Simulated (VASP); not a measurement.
Set up this calculation in VASP 6.6.1, as the native input.

```yaml
Task: single point
Functional: PBE
Potentials_or_basis: VASP PAW PBE potentials, release 64 (Na_pv, Cl)
Cutoff: 520 eV
k_mesh: 2 × 2 × 2
Occupations: fermi-dirac, width 0.02 eV
Spin: collinear spin, zero start
Starting_moments: "[0.0, 0.0, 0.0, 0.0, 0.0, 0.0, 0.0, 0.0, 0.0, 0.0, 0.0, 0.0, 0.0, 0.0, 0.0, 0.0, 0.0] μB"
Dipole_correction: no
Further_INCAR_settings: LREAL = Auto; ALGO = Normal; EDIFF = 1e-06; NBANDS = 78
```

The structure of Na9Cl8 (a cell with a defect) lies in POSCAR:

```
Na9Cl8
1.0
    0.0000000000      5.6401000000      5.6401000000
    5.6401000000      0.0000000000      5.6401000000
    5.6401000000      5.6401000000      0.0000000000
Na Cl
9 8
Direct
   -0.0002109892     -0.0001351040     -0.0004161274
   -0.0003062002     -0.0002232230      0.5009639900
   -0.0000587756      0.5004273860     -0.0002183472
   -0.0483166965      0.5158885481      0.5162800305
    0.5005475080     -0.0000452120     -0.0002891793
    0.5156310172     -0.0473199943      0.5159070761
    0.5169998759      0.5168828567     -0.0510705484
    0.5165548483      0.5164458077      0.5168736370
    0.3763425294      0.3780146629      0.3718525381
    0.2448265988      0.2445822769      0.2456021170
    0.2453819081      0.2451510612      0.7636902714
    0.2436080034      0.7678712257      0.2444556834
    0.2383255616      0.7543070158      0.7535605752
    0.7667218666      0.2438311377      0.2449130335
    0.7542329923      0.2381662559      0.7536778603
    0.7537833549      0.7539755501      0.2387749331
    0.7539318452      0.7541222673      0.7533690892
```

The input as run:

INCAR

```
PREC = Accurate ; ENCUT = 520
EDIFF = 1E-6 ; ISMEAR = -1
SIGMA = 0.02 ; LREAL = Auto
LASPH = T ; NELM = 150
ALGO = Normal ; ISIF = 2
LWAVE = F ; LCHARG = T
ISPIN = 2 ; MAGMOM = 0 0 0 0 0 0 0 0 0 0 0 0 0 0 0 0 0
LORBIT = 11 ; GGA = PE
LELF = T ; LVHAR = T
NBANDS = 78
```

KPOINTS

```
regular mesh
0
Gamma
  2 2 2
```

Potentials or basis: VASP PAW PBE potentials, release 64 (Na_pv, Cl).

Launch:

```console
$ cat potpaw_PBE.64/Na_pv/POTCAR potpaw_PBE.64/Cl/POTCAR > POTCAR
$ mpirun -np 1 vasp_std > vasp.out
```

Results of the run:

- Pressure: 4.8 GPa
- Largest force: 0.019 eV/Å
- Net moment: 0.00 μB per cell
- Valence electrons inside the program's atomic spheres: Na 6.04, 6.05, 6.12; Cl 5.18, 5.19

Caveat: the k points lie up to 0.48 Å⁻¹ apart.

Wall time 17 min on 1 thread of Intel Xeon 6975P-C (shared host), peak memory 0.78 GiB.
